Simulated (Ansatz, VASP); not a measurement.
## Two plane-wave programs on AlN

Contents of POSCAR:

```
AlN
1.0
    0.0000000000      2.1848764832      2.1848764832
    2.1848764832      0.0000000000      2.1848764832
    2.1848764832      2.1848764832      0.0000000000
Al N
1 1
Direct
    0.0000000000      0.0000000000      0.0000000000
    0.7500000000      0.7500000000      0.7500000000
```

The input INCAR.step1:

```
SYSTEM = AlN
ALGO = Normal
EDIFF = 1E-4
ENCUT = 520
GGA = PE
ISMEAR = 0
LASPH = .TRUE.
LCHARG = .FALSE.
LREAL = .FALSE.
LWAVE = .TRUE.
NBANDS = 11
NELM = 100
PREC = Accurate
SIGMA = 0.01
```

The input INCAR.step2:

```
SYSTEM = AlN
ALGO = Normal
EDIFF = 1E-7
ENCUT = 520
ISIF = 2
ISMEAR = 0
ISTART = 1
LASPH = .TRUE.
LCHARG = .FALSE.
LMIXTAU = .TRUE.
LREAL = .FALSE.
LWAVE = .FALSE.
METAGGA = R2SCAN
NBANDS = 11
NELM = 100
PREC = Accurate
SIGMA = 0.01
```

Contents of KPOINTS:

```
k-points
0
G
  10 10 10
  0 0 0
```

Input for Ansatz:

```yaml
crystal:
  lattice:
    - [0.0, 2.1848764832, 2.1848764832]
    - [2.1848764832, 0.0, 2.1848764832]
    - [2.1848764832, 2.1848764832, 0.0]
  atoms:
    - { symbol: Al, position: [0.0, 0.0, 0.0] }
    - { symbol: "N", position: [0.75, 0.75, 0.75] }
kpoints:
  mp_grid: { grid: [10, 10, 10] }
  band_path:
    path:
      - [0.0, 0.0, 0.0]
      - [-0.5, -0.5, 0.0]
      - [-0.375, -0.375, 0.25]
      - [-0.375, 0.0, 0.375]
      - [0.0, 0.0, 0.5]
      - [-0.5, -0.25, 0.25]
      - [0.0, 0.5, 0.5]
    npoints: 1
hamiltonian:
  xc: r2scan
scf:
  occupations: { method: fixed }
  n_extra_bands: 4
output:
  forces: true
  stress: true
  eigenvalues: true
  write_density: true
  write_potential: true
  elf: true
  volumetric_format: npy
```

Alike in both runs: task single point; functional r2SCAN; k mesh 10 × 10 × 10; no spin polarisation.

|  | VASP | Ansatz |
| --- | --- | --- |
| version | VASP 6.6.1 | Ansatz 0.2.0 |
| potentials or method | VASP PAW PBE potentials, release 64 (Al, N) | plane waves, PAW |
| plane-wave cutoff (eV) | 520 | 500 |
| occupations | gaussian, width 0.01 eV | fixed |
| valence electrons in the cell | 8 | 8 |

```tsv
	VASP	Ansatz	Ansatz less VASP
gap on the k mesh at the Fermi level (eV)	3.93	3.94	+0.007
pressure (GPa)	-0.4	0.0	+0.39
```

VASP's potentials were made for PBE, not for r2SCAN.
